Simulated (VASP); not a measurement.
# As (P-1) in VASP: settings compared

As is run at these levels: PBE-based screened hybrid, r2SCAN, r2SCAN-based global hybrid; tasks: single point.

Everything below comes from runs of VASP 6.6.1. Logs are shortened: lines on timing, memory, paths and dates and some standing lists are left out, and cuts for length are marked.

**1. The cell of the first run**

The typed cell holds 1 atom: a = 2.999 Å, b = 2.598 Å, c = 2.582 Å, α = 78.73°, β = 76.84°, γ = 93.49°.

**2. Single point, PBE-based screened hybrid**

The input, POSCAR:

```
As
1.0
    2.9794804000     -0.1006165900      0.3237709600
   -0.1006165900      2.5830128800      0.2618843200
    0.3237709600      0.2618843200      2.5485519600
As
1
Direct
    0.5000000000      0.5000000000      0.5000000000
```

The input, INCAR.step1:

```
SYSTEM = As
PREC = Accurate ; ENCUT = 520
EDIFF = 1E-5 ; ISMEAR = -1
SIGMA = 0.05 ; LREAL = .FALSE.
LASPH = .TRUE. ; NELM = 100
ALGO = Normal ; ISIF = 2
LWAVE = .TRUE. ; LCHARG = .FALSE.
NBANDS = 8 ; GGA = PE
```

The input, INCAR.step2:

```
SYSTEM = As
PREC = Accurate ; ENCUT = 520
EDIFF = 1E-6 ; ISMEAR = -1
SIGMA = 0.05 ; LREAL = .FALSE.
LASPH = .TRUE. ; NELM = 100
ALGO = Normal ; ISIF = 2
LWAVE = .FALSE. ; LCHARG = .FALSE.
GGA = PE ; LHFCALC = .TRUE.
AEXX = 0.25 ; HFSCREEN = 0.2
PRECFOCK = Normal ; NBANDS = 8
ISTART = 1
```

The input, KPOINTS:

```
Automatic mesh
0
G
  5 5 6
  0 0 0
```

Potentials or basis: VASP PAW PBE potentials, release 64 (As).

The run is started by

```sh
$ cat potpaw_PBE.64/As/POTCAR > POTCAR
$ cp INCAR.step1 INCAR
$ mpirun -np 1 vasp_std > vasp.out
$ cp INCAR.step2 INCAR
$ mpirun -np 1 vasp_std > vasp.out
```

OUTCAR:

```text
SYSTEM = As
   PREC = Accurate
   ENCUT = 520
   EDIFF = 1E-6
   ISMEAR = -1
   LREAL = .FALSE.
   LASPH = .TRUE.
   NELM = 100
   ISIF = 2
   GGA = PE
   LHFCALC = .TRUE.
   AEXX = 0.25
   HFSCREEN = 0.2
   PRECFOCK = Normal
   ISTART = 1

 ion  position               nearest neighbor table
   1  0.500  0.500  0.500-

  LATTYP: Found a triclinic cell.
 ALAT       =     5.6561247992
 B/A-ratio  =     0.6800035884
 C/A-ratio  =     0.9385301920
 COS(alpha) =     0.0061830983
 COS(beta)  =     0.5422128882
 COS(gamma) =     0.8271459042

  Lattice vectors:

 A1 = (   2.4544762600,   4.8035248500,  -1.7010123600)
 A2 = (   2.8788638100,   2.4823962900,   0.5856552800)
 A3 = (  -0.7481585100,   2.0592442400,  -4.8352196000)

Analysis of symmetry for initial positions (statically):
=====================================================================
 Subroutine PRICEL returns:
 Original cell was already a primitive cell.

 Routine SETGRP: Setting up the symmetry group for a
 triclinic supercell.

 Subroutine GETGRP returns: Found  2 space group operations
 (whereof  2 operations were pure point group operations)
 out of a pool of  2 trial point group operations.

The static configuration has the point symmetry S_2 .

Analysis of symmetry for dynamics (positions and initial velocities):
=====================================================================
 Subroutine PRICEL returns:
 Original cell was already a primitive cell.

 Routine SETGRP: Setting up the symmetry group for a
 triclinic supercell.

 Subroutine GETGRP returns: Found  2 space group operations
 (whereof  2 operations were pure point group operations)
 out of a pool of  2 trial point group operations.

The dynamic configuration has the point symmetry S_2 .

 Subroutine INISYM returns: Found  2 space group operations
 (whereof  2 operations are pure point group operations),
 and found     1 'primitive' translations

----------------------------------------------------------------------------------------

                                     Primitive cell

  volume of cell :      19.0958

  direct lattice vectors                    reciprocal lattice vectors
     2.979480400 -0.100616590  0.323770960     0.341141460  0.017868729 -0.045175158
    -0.100616590  2.583012880  0.261884320     0.017868729  0.392156622 -0.042567327
     0.323770960  0.261884320  2.548551960    -0.045175158 -0.042567327  0.402492920

  length of vectors
     2.998708853  2.598203732  2.582349342     0.344583201  0.394864642  0.407250934

  position of ions in fractional coordinates (direct lattice)
     0.500000000  0.500000000  0.500000000

  ion indices of the primitive-cell ions
   primitive index   ion index
                 1           1

----------------------------------------------------------------------------------------

 KPOINTS: Automatic mesh

Automatic generation of k-mesh.
 Grid dimensions read from file:
 generate k-points for:    5    5    6

 Generating k-lattice:

  Cartesian coordinates                     Fractional coordinates (reciprocal lattice)
     0.068228292  0.003573746 -0.009035032     0.200000000  0.000000000 -0.000000000
     0.003573746  0.078431324 -0.008513465     0.000000000  0.200000000  0.000000000
    -0.007529193 -0.007094555  0.067082153     0.000000000  0.000000000  0.166666667

  Length of vectors
     0.068916640  0.078972928  0.067875156

  Shift w.r.t. Gamma in fractional coordinates (k-lattice)
     0.000000000  0.000000000  0.000000000

 Subroutine IBZKPT returns following result:
 ===========================================

 Found     76 irreducible k-points:

 Following reciprocal coordinates:
            Coordinates               Weight
  0.000000  0.000000  0.000000      1.000000
  0.200000  0.000000  0.000000      2.000000
  0.400000 -0.000000  0.000000      2.000000
 -0.000000  0.200000 -0.000000      2.000000
  0.200000  0.200000  0.000000      2.000000
  0.400000  0.200000  0.000000      2.000000
[... 16 lines left out ...]
 -0.200000  0.200000  0.166667      2.000000
  0.000000  0.400000  0.166667      2.000000
 [... further k-points ...]
   k-points           NKPTS =     76   k-points in BZ     NKDIM =    150   number of bands    NBANDS=      8
   number of dos      NEDOS =    301   number of ions     NIONS =      1
   total plane-waves  NPLWV =   9600
   dimension x,y,z NGX =    24 NGY =   20 NGZ =   20
   dimension x,y,z NGXF=    48 NGYF=   40 NGZF=   40
   ions per type =               1
   NGX,Y,Z   is equivalent  to a cutoff of  13.31, 12.80, 12.88 a.u.
   NGXF,Y,Z  is equivalent  to a cutoff of  26.61, 25.59, 25.75 a.u.
 SYSTEM =  As
   PREC   = accura    normal or accurate (medium, high low for compatibility)
   ISTART =      1    job   : 0-new  1-cont  2-samecut
   ICHARG =      0    charge: 1-file 2-atom 10-const
   ISPIN  =      1    spin polarized calculation?
   LNONCOLLINEAR =      F non collinear calculations
   LSORBIT =      F    spin-orbit coupling
   LASPH  =      T    aspherical Exc in radial PAW
   ENCUT  =  520.0 eV  38.22 Ry    6.18 a.u.   5.58  4.83  4.80*2*pi/ulx,y,z
   NELM   =    100;   NELMIN=  2; NELMDL=  0     # of ELM steps
   EDIFF  = 0.1E-05   stopping-criterion for ELM
   LREAL  =      F    real-space projection
   EDIFFG = 0.1E-04   stopping-criterion for IOM
   NSW    =      0    number of steps for IOM
   IBRION =     -1    ionic relax: 0-MD 1-quasi-New 2-CG
   NFREE  =      0    steps in history (QN), initial steepest desc. (CG)
   ISIF   =      2    stress and relaxation
   ISYM   =      3    0-nonsym 1-usesym 2-fastsym
   POTIM  = 0.5000    time-step for ionic-motion
   TEBEG  =    0.0;   TEEND  =   0.0 temperature during run
   PSTRESS=    0.0 pullay stress
   NELECT =       5.0000    total number of electrons
   NUPDOWN=      -1.0000    fix difference up-down
   EMIN   =  10.00;   EMAX   =-10.00  energy-range for DOS
   EFERMI =   0.00;   METHOD = LEGACY
   ISMEAR =    -1;   SIGMA  =   0.05  broadening in eV -4-tet -1-fermi 0-gaus
   EFERMI_NEDOS =   21; number of points for ismear=-14 and -15
   IALGO  =     38    algorithm
   IMIX   =      1    mixing-type and parameters
     AMIX     =   0.40;   BMIX     =  1.00
     AMIX_MAG =   1.60;   BMIX_MAG =  1.00
  volume/ion in A,a.u.               =      19.10       128.86
  Fermi-wavevector in a.u.,A,eV,Ry     =   1.047335  1.979177 14.924385  1.096911
  Thomas-Fermi vector in A             =   2.182211
   LORBIT       =      0    0 simple, 1 ext, 2 COOP (PROOUT), +10 PAW based schemes
   GGA     = PE    functional components
   LHFCALC =     T    Hartree Fock is set to
   PRECFOCK=normal    Normal, Fast or Accurate (Low or Medium for compatibility)
   ENCUT4O =  -1.0   cutoff for four orbital integrals eV
   NKREDX  =     1    reduce k-point grid by
   NKREDY  =     1    reduce k-point grid by
   NKREDZ  =     1    reduce k-point grid by
   AEXX    =    0.2500 exact exchange contribution
   HFSCREEN=    0.2000 screening length (either q_TF or 0.3 A-1)
   HFSCREENC=   0.2000 screening length for correlation (either q_TF or 0.3 A-1)
   ENCUTFOCK=  -1.0 apply spherical cutoff to Coloumb kernel
   IVDW    =     0    specifies the selected vdW correction
   LEPSILON=     F    determine dielectric tensor
   LRPA    =     F    only Hartree local field effects (RPA)
 non-spin polarized calculation
  energy-cutoff  :      520.00
  volume of cell :       19.10
 maximum number of plane-waves:       526
 NGX is ok and might be reduce to    24
  NGX = 18; NGY = 16; NGZ = 16

 number of electron       5.0000000 magnetization

 Free energy of the ion-electron system (eV)
  ---------------------------------------------------
  ext. energy  EPLUGINS =         0.00000000
  ---------------------------------------------------
  free energy    TOTEN  =        -5.17458116 eV

  energy without entropy =       -5.17279648  energy(sigma->0) =       -5.17368882

 E-fermi :   6.3709     XC(G=0):  -8.7944

 val. band max:        6.2455084652   @ k =   0.2000   0.2000   0.0000
 cond. band min:       6.5004175954   @ k =   0.0000  -0.2000   0.3333
 fundamental gap:      0.2549091303
 Fermi energy:         6.3709332875

 k-point     1 :       0.0000    0.0000    0.0000
  band No.  band energies     occupation
      1     -11.0116      2.00000
      2       7.9010      0.00000
      3      12.7450      0.00000
      4      13.3442      0.00000
      5      14.3653      0.00000
      6      17.3286      0.00000
      7      20.2954      0.00000
      8      27.1045      0.00000

 k-point     2 :       0.2000    0.0000    0.0000
  band No.  band energies     occupation
      1     -10.4106      2.00000
      2       3.3771      2.00000
      3      12.9146      0.00000
      4      14.2858      0.00000
      5      17.7348      0.00000
      6      18.6362      0.00000
      7      21.1252      0.00000
      8      24.5921      0.00000

 k-point     3 :       0.4000   -0.0000    0.0000
  band No.  band energies     occupation
      1      -9.0297      2.00000
      2      -1.0262      2.00000
      3      13.2008      0.00000
      4      14.5706      0.00000
      5      17.8601      0.00000
      6      20.6132      0.00000
      7      23.9338      0.00000
      8      25.8434      0.00000

 k-point     4 :      -0.0000    0.2000   -0.0000
  band No.  band energies     occupation
      1     -10.0444      2.00000
      2       6.1876      1.95012
      3       8.6749      0.00000
      4      14.1644      0.00000
      5      14.4503      0.00000
      6      20.4676      0.00000
      7      23.0365      0.00000
      8      25.2301      0.00000

 k-point     5 :       0.2000    0.2000    0.0000
  band No.  band energies     occupation
      1      -9.3146      2.00000
      2       3.7100      2.00000
      3       6.2455      1.84947
      4      13.6405      0.00000
      5      20.0134      0.00000
      6      21.2128      0.00000
      7      23.6119      0.00000
      8      25.7479      0.00000
[... 177 lines left out ...]
 k-point    22 :      -0.4000    0.2000    0.1667
  band No.  band energies     occupation
      1      -7.5521      2.00000
      2       0.0641      2.00000
      3       8.9917      0.00000
      4      10.8763      0.00000
      5      17.6970      0.00000
      6      19.8185      0.00000
      7      23.6982      0.00000
      8      24.8239      0.00000

 k-point    23 :      -0.2000    0.2000    0.1667
  band No.  band energies     occupation
      1      -8.9216      2.00000
      2       4.1062      2.00000
      3       8.6723      0.00000
      4      10.3983      0.00000
      5      18.3483      0.00000
      6      19.4125      0.00000
      7      21.6032      0.00000
      8      24.0756      0.00000

 k-point    24 :       0.0000    0.4000    0.1667
  band No.  band energies     occupation
      1      -7.1961      2.00000
      2       0.9779      2.00000
      3      10.5726      0.00000
      4      11.4196      0.00000
      5      17.1678      0.00000
      6      17.5235      0.00000
      7      19.4928      0.00000
      8      23.8097      0.00000

 [... further k-points ...]
[... 5 lines left out ...]
  --------------------------------------------------------------------------------------
  -------------------------------------------------------------------------------------
  Total       -0.8474071      0.8204373      1.1074227     -0.1964310     -1.1213515     -0.2374936
  in kB      -71.0993237     68.8365041     92.9152105    -16.4809969    -94.0838653    -19.9262346
  external PRESSURE =      30.2174637 kB  Pullay stress =       0.0000000 kB

 VOLUME and BASIS-vectors are now :
 -----------------------------------------------------------------------------
  energy-cutoff  :      520.00
  volume of cell :       19.10
      direct lattice vectors                 reciprocal lattice vectors
     2.979480400 -0.100616590  0.323770960     0.341141460  0.017868729 -0.045175158
    -0.100616590  2.583012880  0.261884320     0.017868729  0.392156622 -0.042567327
     0.323770960  0.261884320  2.548551960    -0.045175158 -0.042567327  0.402492920

 POSITION                                       TOTAL-FORCE (eV/Angst)
 -----------------------------------------------------------------------------------
      1.60132      1.37214      1.56710         0.000000     -0.000000      0.000000
 -----------------------------------------------------------------------------------
    total drift:                               -0.000003     -0.000001      0.000002

  FREE ENERGIE OF THE ION-ELECTRON SYSTEM (eV)
  ---------------------------------------------------
  free  energy   TOTEN  =        -5.1745811574 eV

  energy  without entropy=       -5.1727964785  energy(sigma->0) =       -5.17368882
```

Wall time 4.3 min (1 thread of Intel Xeon 6975P-C (Granite Rapids), shared host); peak memory 0.23 GiB.

Results:

- Free energy: -5.1746 eV
- Pressure: 3.0 GPa

Levels at points of the mesh, in eV from the Fermi level:
```csv
k point,band 1,band 2,band 3,band 4,band 5,band 6
"(0.00, 0.00, 0.00)",-17.38,1.53,6.37,6.97,7.99,10.96
"(0.00, 0.00, 0.50)",-12.34,-8.31,2.91,7.80,7.94,12.52
```

Caveat: the k points lie up to 0.50 Å⁻¹ apart; the PAW data sets were made with another functional, which shifts forces and pressure a little.

**3. Single point, r2SCAN**

POSCAR is that of step 2.

The input, INCAR.step1:

```
ALGO = Normal
EDIFF = 1E-4
ENCUT = 520
GGA = PE
ISMEAR = -1
LASPH = True
LCHARG = False
LREAL = False
LWAVE = True
NBANDS = 8
NELM = 60
PREC = Accurate
SIGMA = 0.05
```

The input, INCAR.step2:

```
ALGO = Normal
EDIFF = 1E-7
ENCUT = 520
ISIF = 2
ISMEAR = -1
ISTART = 1
LASPH = True
LCHARG = True
LELF = True
LMIXTAU = True
LREAL = False
LVHAR = True
LWAVE = False
METAGGA = R2SCAN
NBANDS = 8
NELM = 60
PREC = Accurate
SIGMA = 0.05
```

The input, KPOINTS:

```
k-points
0
Gamma
  5 6 6
```

Potentials or basis: VASP PAW PBE potentials, release 64 (As).

The run is started by

```sh
$ cat potpaw_PBE.64/As/POTCAR > POTCAR
$ cp INCAR.step1 INCAR
$ mpirun -np 1 vasp_std > vasp.out
$ cp INCAR.step2 INCAR
$ mpirun -np 1 vasp_std > vasp.out
```

Wall time 18 s (1 thread of Intel Xeon 6975P-C (Granite Rapids), shared host); peak memory 0.14 GiB.

Results (log left out):

```
Free energy : -14.2987 eV
Pressure    : 5.7 GPa
```

Stress tensor (GPa, compression positive):
```
-5.61  0.46 -3.61
 0.46  8.51 -7.51
-3.61 -7.51 14.13
```

Levels at points of the mesh, in eV from the Fermi level:
```
           k point  band 1  band 2  band 3  band 4  band 5  band 6  band 7  band 8
(0.00, 0.00, 0.00)  -16.09    1.48    6.09    7.17    7.72   10.93   14.28   20.87
(0.00, 0.50, 0.00)  -11.76   -7.58    4.16    8.26   10.21   12.97   14.58   15.46
(0.00, 0.00, 0.50)  -11.34   -7.48    2.80    7.50    8.03   12.52   16.77   17.77
(0.00, 0.50, 0.50)   -7.60   -5.87   -1.95    4.31    5.89   12.58   14.02   15.57
```

Caveat: the k points lie up to 0.43 Å⁻¹ apart; the PAW data sets were made with another functional, which shifts forces and pressure a little.

**4. Single point, r2SCAN-based global hybrid**

POSCAR is that of step 3.

The input, INCAR.step1:

```
SYSTEM = As
  PREC = Accurate
  ENCUT = 520
  EDIFF = 1E-5
  ISMEAR = -1
  SIGMA = 0.05
  LREAL = .FALSE.
  LASPH = .TRUE.
  NELM = 80
  ALGO = Normal
  ISIF = 2
  LWAVE = .TRUE.
  NBANDS = 8
  GGA = PE
```

The input, INCAR.step2:

```
SYSTEM = As
  PREC = Accurate
  ENCUT = 520
  EDIFF = 1E-6
  ISMEAR = -1
  SIGMA = 0.05
  LREAL = .FALSE.
  LASPH = .TRUE.
  NELM = 80
  ALGO = Normal
  ISIF = 2
  LWAVE = .FALSE.
  LCHARG = .TRUE.
  METAGGA = R2SCAN
  LHFCALC = .TRUE.
  AEXX = 0.1
  LMIXTAU = .TRUE.
  PRECFOCK = Normal
  LELF = .TRUE.
  LVHAR = .TRUE.
  NBANDS = 8
  ISTART = 1
```

The input, KPOINTS:

```
Automatic mesh
0
G
  5 6 6
  0 0 0
```

The run is started by

```sh
$ cat potpaw_PBE.64/As/POTCAR > POTCAR
$ cp INCAR.step1 INCAR
$ mpirun -np 1 vasp_std > vasp.out
$ cp INCAR.step2 INCAR
$ mpirun -np 1 vasp_std > vasp.out
```

It took 7.4 min on 1 thread of Intel Xeon 6975P-C (Granite Rapids), shared host; peak memory 0.15 GiB.

It converged, with:

```yaml
Free_energy: -13.9373 eV
Pressure: 4.3 GPa
```

Stress tensor (GPa, compression positive):
```
-7.11  0.63 -4.07
 0.63  7.14 -7.85
-4.07 -7.85 12.83
```

Levels at points of the mesh, in eV from the Fermi level:
```
           k point  band 1  band 2  band 3  band 4  band 5  band 6  band 7  band 8
(0.00, 0.00, 0.00)  -16.89    1.72    6.52    7.45    8.17   11.33   14.65   21.32
(0.00, 0.50, 0.00)  -12.40   -8.08    4.54    8.73   10.58   13.39   14.95   15.87
(0.00, 0.00, 0.50)  -11.96   -7.98    3.10    7.95    8.35   12.93   17.16   18.20
(0.00, 0.50, 0.50)   -8.08   -6.30   -2.25    4.54    6.33   12.99   14.44   15.94
```

Caveat: the k points lie up to 0.43 Å⁻¹ apart; the PAW data sets were made with another functional, which shifts forces and pressure a little.

**5. Single point, r2SCAN-based global hybrid**

POSCAR is that of step 4.

The input, INCAR.step1:

```
SYSTEM = As
  PREC = Accurate
  ENCUT = 520
  EDIFF = 1E-5
  ISMEAR = -1
  SIGMA = 0.05
  LREAL = .False.
  LASPH = .True.
  NELM = 80
  ALGO = Normal
  ISIF = 2
  LWAVE = .True.
  NBANDS = 8
  GGA = PE
```

The input, INCAR.step2:

```
SYSTEM = As
  PREC = Accurate
  ENCUT = 520
  EDIFF = 1E-6
  ISMEAR = -1
  SIGMA = 0.05
  LREAL = .False.
  LASPH = .True.
  NELM = 80
  ALGO = Normal
  ISIF = 2
  LWAVE = .False.
  LCHARG = .True.
  METAGGA = R2SCAN
  LHFCALC = .True.
  AEXX = 0.15
  LMIXTAU = .True.
  PRECFOCK = Normal
  LELF = .True.
  LVHAR = .True.
  NBANDS = 8
  ISTART = 1
```

The input, KPOINTS:

```
Automatic mesh
0
Gamma
  5 6 6
  0 0 0
```

The run is started by

```sh
$ cat potpaw_PBE.64/As/POTCAR > POTCAR
$ cp INCAR.step1 INCAR
$ mpirun -np 1 vasp_std > vasp.out
$ cp INCAR.step2 INCAR
$ mpirun -np 1 vasp_std > vasp.out
```

Run time: 6 min. Hardware: 1 thread of Intel Xeon 6975P-C (Granite Rapids), shared host; peak memory 0.15 GiB.

It converged, with:

* Free energy: -13.7593 eV
* Pressure: 3.6 GPa

Stress tensor (GPa, compression positive):
```
-7.75  0.66 -4.20
 0.66  6.36 -7.98
-4.20 -7.98 12.08
```

Levels at points of the mesh, in eV from the Fermi level:
| k point | band 1 | band 2 | band 3 | band 4 | band 5 | band 6 | band 7 | band 8 |
| --- | --- | --- | --- | --- | --- | --- | --- | --- |
| (0.00, 0.00, 0.00) | -17.28 | 1.84 | 6.74 | 7.59 | 8.40 | 11.53 | 14.84 | 21.55 |
| (0.00, 0.50, 0.00) | -12.71 | -8.33 | 4.74 | 8.97 | 10.76 | 13.61 | 15.14 | 16.08 |
| (0.00, 0.00, 0.50) | -12.27 | -8.23 | 3.25 | 8.18 | 8.50 | 13.14 | 17.36 | 18.43 |
| (0.00, 0.50, 0.50) | -8.32 | -6.50 | -2.40 | 4.65 | 6.56 | 13.19 | 14.65 | 16.13 |

Caveat: the k points lie up to 0.43 Å⁻¹ apart; the PAW data sets were made with another functional, which shifts forces and pressure a little.

**6. Overview**

```csv
level,k mesh,grid for exact exchange (PRECFOCK),share of exact exchange,screening parameter,gap on the mesh (eV),pressure (GPa)
PBE-based screened hybrid,5 × 5 × 6,Normal,0.25,0.2 1/Å,none,3.0
r2SCAN,5 × 6 × 6,-,-,-,none,5.7
r2SCAN-based global hybrid,5 × 6 × 6,Normal,0.1,-,none,4.3
r2SCAN-based global hybrid,5 × 6 × 6,Normal,0.15,-,none,3.6
```

Alike in all rows: task single point; potentials or basis VASP PAW PBE potentials, release 64 (As); no spin polarisation; cell as given; cutoff (eV) 520; smearing fermi-dirac 0.05 eV.

Caveats: all runs use coarse meshes; the PAW data sets were made with another functional, which shifts forces and pressure a little.

Absolute energies hang on the potentials; compare differences alone.
